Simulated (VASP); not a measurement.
**Sc3Al: single point with r2SCAN**

Crystal: Sc3Al.

```
Sc Al
1.0
     4.32832    0.00000    0.00000
     0.00000    4.32832    0.00000
     0.00000    0.00000    4.32832
Sc Al
3 1
Direct
  0.50000 0.00000 0.50000
  0.00000 0.50000 0.50000
  0.50000 0.50000 0.00000
  0.00000 0.00000 0.00000
```

This cell differs from its parent crystal: functional r2SCAN, strained.

```
Program             : VASP 6.6.1
Task                : single point
Functional          : r2SCAN
Potentials or basis : VASP PAW PBE potentials, release 64 (Sc_sv, Al)
Cutoff              : 520 eV
k mesh              : 10 × 10 × 10
Occupations         : gaussian, width 0.1 eV
Spin                : no spin polarisation
```

```
Pressure               : 5.2 GPa
Band gap on the k mesh : zero (band 18 reaches 5.55 eV, above the bottom of band 19 at 3.91 eV)
```

Levels at points of the mesh, in eV from the Fermi level:
```csv
k point,band 16,band 17,band 18,band 19,band 20,band 21
"(0.00, 0.00, 0.00)",-1.18,-0.51,-0.51,-0.51,0.60,0.60
"(0.50, 0.00, 0.00)",-1.00,-1.00,0.11,0.13,0.96,0.96
"(0.50, 0.50, 0.00)",-1.70,-1.19,0.24,0.54,0.54,1.22
"(0.50, 0.50, 0.50)",-1.61,-1.41,-1.41,-1.41,0.38,1.68
```

Run time: 3.8 min on 1 thread of Intel(R) Xeon(R) Platinum 8488C (Sapphire Rapids), on a shared host, peak memory 0.25 GiB.

Caveat: the cell differs from its parent crystal (functional r2SCAN, strained); the PAW data sets were made with another functional, which shifts forces and pressure a little.
